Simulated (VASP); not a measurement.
# Al2Ru (Fddd) in VASP: further runs

Al2Ru is run at these levels: LDA; tasks: single point.

All numbers are computed with VASP 6.6.1; they aren't measurements. Logs are shortened: lines on timing, memory, paths and dates and some standing lists are left out, and cuts for length are marked.

### Step 1. The cell of the first run

The structure is orthorhombic, space group Fddd (No. 70). Conventional cell: a = 4.332 Å, b = 8.048 Å, c = 8.848 Å, α = 90.00°, β = 90.00°, γ = 90.00°. Al (site symmetry 2) has 9 Al at 2.51 to 3.18 Å and 5 Ru at 2.54 to 2.65 Å within 3.3 Å. Within 3.4 Å of Ru (site symmetry 222) lie 10 Al at 2.54 to 2.65 Å and 4 Ru at 3.18 Å.

### Step 2. Single point, LDA (12.85 Å³/atom)

File INCAR:

```
SYSTEM = Al2Ru
  ALGO = Fast
  EDIFF = 1E-7
  ENCUT = 520
  ISIF = 2
  ISMEAR = 0
  LASPH = .True.
  LCHARG = .True.
  LELF = .True.
  LREAL = .False.
  LVHAR = .True.
  LWAVE = .False.
  NBANDS = 29
  NELM = 100
  PREC = Accurate
  SIGMA = 0.03
```

File KPOINTS:

```
k-points
0
Gamma
  10 10 10
  0 0 0
```

File POSCAR:

```
Al2Ru
1.0
    0.0000000000      4.0239163707      4.4237947726
    2.1657796118      0.0000000000      4.4237947726
    2.1657796118      4.0239163707      0.0000000000
Al Ru
4 2
Direct
    0.0788992938      0.4211007062      0.0788992938
    0.4211007062      0.0788992938      0.4211007062
    0.1711007062      0.8288992938      0.1711007062
    0.8288992938      0.1711007062      0.8288992938
    0.7500000000      0.7500000000      0.7500000000
    0.5000000000      0.5000000000      0.5000000000
```

Potentials or basis: VASP PAW LDA potentials, release 64 (Al, Ru_pv).

Run with:

```sh
> cat potpaw_LDA.64/Al/POTCAR potpaw_LDA.64/Ru_pv/POTCAR > POTCAR
> mpirun -np 1 vasp_std > vasp.out
```

OUTCAR:

```text
SYSTEM = Al2Ru
   EDIFF = 1E-7
   ENCUT = 520
   ISIF = 2
   ISMEAR = 0
   LASPH = .True.
   LREAL = .False.
   NELM = 100
   PREC = Accurate

 ion  position               nearest neighbor table
   1  0.079  0.421  0.079-   2 2.51   2 2.51   6 2.54   6 2.54   5 2.57   5 2.57   3 2.57   3 2.57
                             5 2.65   2 2.75   4 3.18   4 3.18   4 3.18   4 3.18
   2  0.421  0.079  0.421-   1 2.51   1 2.51   6 2.54   6 2.54   5 2.57   5 2.57   4 2.57   4 2.57
                             5 2.65   1 2.75   3 3.18   3 3.18   3 3.18   3 3.18
   3  0.171  0.829  0.171-   4 2.51   4 2.51   5 2.54   5 2.54   6 2.57   6 2.57   1 2.57   1 2.57
                             6 2.65   4 2.75   2 3.18   2 3.18   2 3.18   2 3.18
   4  0.829  0.171  0.829-   3 2.51   3 2.51   5 2.54   5 2.54   6 2.57   6 2.57   2 2.57   2 2.57
                             6 2.65   3 2.75   1 3.18   1 3.18   1 3.18   1 3.18
   5  0.750  0.750  0.750-   4 2.54   3 2.54   4 2.54   3 2.54   2 2.57   2 2.57   1 2.57   1 2.57
                             1 2.65   2 2.65   6 3.18   6 3.18   6 3.18   6 3.18
   6  0.500  0.500  0.500-   1 2.54   2 2.54   1 2.54   2 2.54   3 2.57   3 2.57   4 2.57   4 2.57
                             3 2.65   4 2.65   5 3.18   5 3.18   5 3.18   5 3.18

  LATTYP: Found a face centered orthorhombic cell.
 ALAT       =     4.3315592236
 B/A-ratio  =     1.8579528354
 C/A-ratio  =     2.0425876892

  Lattice vectors:

 A1 = (   0.0000000000,   4.0239163707,   4.4237947726)
 A2 = (   2.1657796118,   0.0000000000,   4.4237947726)
 A3 = (   2.1657796118,   4.0239163707,   0.0000000000)

Analysis of symmetry for initial positions (statically):
=====================================================================
 Subroutine PRICEL returns:
 Original cell was already a primitive cell.

 Routine SETGRP: Setting up the symmetry group for a
 face centered orthorhombic supercell.

 Subroutine GETGRP returns: Found  8 space group operations
 (whereof  4 operations were pure point group operations)
 out of a pool of  8 trial point group operations.

The static configuration has the point symmetry D_2 .
 The point group associated with its full space group is D_2h.

Analysis of symmetry for dynamics (positions and initial velocities):
=====================================================================
 Subroutine PRICEL returns:
 Original cell was already a primitive cell.

 Routine SETGRP: Setting up the symmetry group for a
 face centered orthorhombic supercell.

 Subroutine GETGRP returns: Found  8 space group operations
 (whereof  4 operations were pure point group operations)
 out of a pool of  8 trial point group operations.

The dynamic configuration has the point symmetry D_2 .
 The point group associated with its full space group is D_2h.

 Subroutine INISYM returns: Found  8 space group operations
[... 115 lines left out ...]
   PSTRESS=    0.0 pullay stress
   NELECT =      40.0000    total number of electrons
   NUPDOWN=      -1.0000    fix difference up-down
   EMIN   =  10.00;   EMAX   =-10.00  energy-range for DOS
   EFERMI =   0.00;   METHOD = LEGACY
   ISMEAR =     0;   SIGMA  =   0.03  broadening in eV -4-tet -1-fermi 0-gaus
   EFERMI_NEDOS =   21; number of points for ismear=-14 and -15
   IALGO  =     68    algorithm
   IMIX   =      4    mixing-type and parameters
     AMIX     =   0.40;   BMIX     =  1.00
     AMIX_MAG =   1.60;   BMIX_MAG =  1.00
  volume/ion in A,a.u.               =      12.85        86.72
  Fermi-wavevector in a.u.,A,eV,Ry     =   1.315423  2.485789 23.542674  1.730338
  Thomas-Fermi vector in A             =   2.445607
   LORBIT       =      0    0 simple, 1 ext, 2 COOP (PROOUT), +10 PAW based schemes
   GGA     = CA    functional components
   LHFCALC =     F    Hartree Fock is set to
   AEXX    =    0.0000 exact exchange contribution
   IVDW    =     0    specifies the selected vdW correction
   LEPSILON=     F    determine dielectric tensor
   LRPA    =     F    only Hartree local field effects (RPA)
 non-spin polarized calculation
 RMM-DIIS sequential band-by-band and
 Gauss-broadening in eV      SIGMA  =   0.03
  energy-cutoff  :      520.00
  volume of cell :       77.11
 maximum number of plane-waves:      2101
 NGX is ok and might be reduce to    48
   NGX = 23   NGY = 19   NGZ = 17

 number of electron      40.0000000 magnetization

 Free energy of the ion-electron system (eV)
  ---------------------------------------------------
  ext. energy  EPLUGINS =         0.00000000
  ---------------------------------------------------
  free energy    TOTEN  =       -41.87327671 eV

  energy without entropy =      -41.87303294  energy(sigma->0) =      -41.87315483

 E-fermi :  11.5176     XC(G=0): -12.4204

 val. band max:       11.5121671322   @ k =  -0.1000   0.3000   0.2000
 cond. band min:      11.5358008772   @ k =  -0.1000   0.2000   0.3000
 fundamental gap:      0.0236337450
 Fermi energy:        11.5175520027

 k-point     1 :       0.0000    0.0000    0.0000
  band No.  band energies     occupation
      1     -31.2160      2.00000
      2     -31.1276      2.00000
      3     -31.1202      2.00000
      4     -31.0572      2.00000
      5     -31.0517      2.00000
      6     -31.0488      2.00000
[... 757 lines left out ...]
     28      16.7081      0.00000
     29      17.5523      0.00000

 [... further k-points ...]

------------------------ aborting loop because EDIFF is reached ----------------------------------------

  FORCE on cell =-STRESS in cart. coord.  units (eV):
  Direction    XX          YY          ZZ          XY          YZ          ZX
  --------------------------------------------------------------------------------------
  -------------------------------------------------------------------------------------
  Total       14.6610058      0.7089911      0.2580121      0.0000000      0.0000000      0.0000000
  in kB      304.6394712     14.7320503      5.3612054      0.0000000      0.0000000      0.0000000
  external PRESSURE =     108.2442423 kB  Pullay stress =       0.0000000 kB

 VOLUME and BASIS-vectors are now :
 -----------------------------------------------------------------------------
  energy-cutoff  :      520.00
  volume of cell :       77.11
      direct lattice vectors                 reciprocal lattice vectors
     0.000000000  4.023916371  4.423794773    -0.230863749  0.124257056  0.113025135
     2.165779612  0.000000000  4.423794773     0.230863749 -0.124257056  0.113025135
     2.165779612  4.023916371  0.000000000     0.230863749  0.124257056 -0.113025135

 POSITION                                       TOTAL-FORCE (eV/Angst)
 -----------------------------------------------------------------------------------
      1.08289      0.63497      2.21190         0.000000      0.421151     -0.000000
      1.08289      3.38895      2.21190         0.000000     -0.421151     -0.000000
      2.16578      1.37699      4.42379        -0.000000     -0.421151      0.000000
      2.16578      6.67084      4.42379        -0.000000      0.421151      0.000000
      3.24867      6.03587      6.63569         0.000000      0.000000     -0.000000
      2.16578      4.02392      4.42379         0.000000      0.000000      0.000000
 -----------------------------------------------------------------------------------
    total drift:                               -0.000000     -0.000000     -0.000000

  FREE ENERGIE OF THE ION-ELECTRON SYSTEM (eV)
  ---------------------------------------------------
  free  energy   TOTEN  =       -41.8732767149 eV

  energy  without entropy=      -41.8730329442  energy(sigma->0) =      -41.87315483
```

stdout:

```text
POSCAR found type information on POSCAR AlRu
 POSCAR found :  2 types and       6 ions
 scaLAPACK will be used
 LDA part: xc-table for (Slater(with rela. corr.)+CA(PZ))
 , standard interpolation
 POSCAR, INCAR and KPOINTS ok, starting setup
 FFT: planning ... GRIDC
 FFT: planning ... GRID_SOFT
 FFT: planning ... GRID
 WAVECAR not read
 entering main loop
```

Run time: 4.8 min. Hardware: 1 thread of Intel Xeon 6975P-C (Granite Rapids), shared host; peak memory 0.42 GiB.

What came out:

```yaml
Free_energy: -41.8733 eV
Pressure: 10.8 GPa
Largest_force: 0.421 eV/Å
Band_gap_on_the_k_mesh: zero (bands 20 and 21 overlap by 0.52 eV)
```

Forces in eV/Å, atoms in the order of the input:
```
Al   0.000  0.421  0.000
Al   0.000 -0.421  0.000
Al   0.000 -0.421  0.000
Al   0.000  0.421  0.000
Ru   0.000  0.000  0.000
Ru   0.000  0.000  0.000
```

Stress tensor (GPa, compression positive):
```
30.46  0.00  0.00
 0.00  1.47  0.00
 0.00  0.00  0.54
```

Levels at points of the mesh, in eV from the Fermi level:
| k point | band 16 | band 17 | band 18 | band 19 | band 20 | band 21 | band 22 | band 23 | band 24 | band 25 |
| --- | --- | --- | --- | --- | --- | --- | --- | --- | --- | --- |
| (0.00, 0.00, 0.00) | -3.50 | -1.86 | -1.84 | -1.52 | 0.46 | 1.41 | 2.62 | 2.75 | 2.79 | 2.83 |
| (0.50, 0.00, 0.00) | -2.88 | -2.51 | -2.37 | -1.39 | -1.12 | 0.21 | 0.55 | 1.98 | 3.28 | 4.09 |
| (0.50, 0.50, 0.00) | -2.71 | -2.15 | -2.15 | -0.73 | -0.73 | 2.14 | 2.14 | 2.57 | 2.57 | 3.55 |
| (0.50, 0.00, 0.50) | -3.10 | -2.23 | -2.23 | -1.79 | -1.79 | 1.50 | 1.50 | 2.02 | 2.02 | 4.33 |
| (0.00, 0.50, 0.50) | -3.11 | -2.99 | -2.99 | -1.45 | -1.45 | 0.41 | 0.41 | 4.65 | 4.65 | 4.92 |

Caveat: the stress differs along the axes, from 1 to 30 GPa.

[end of part 1 of 2]

The gap in the log of VASP goes by the Fermi energy; the results here count the filled bands.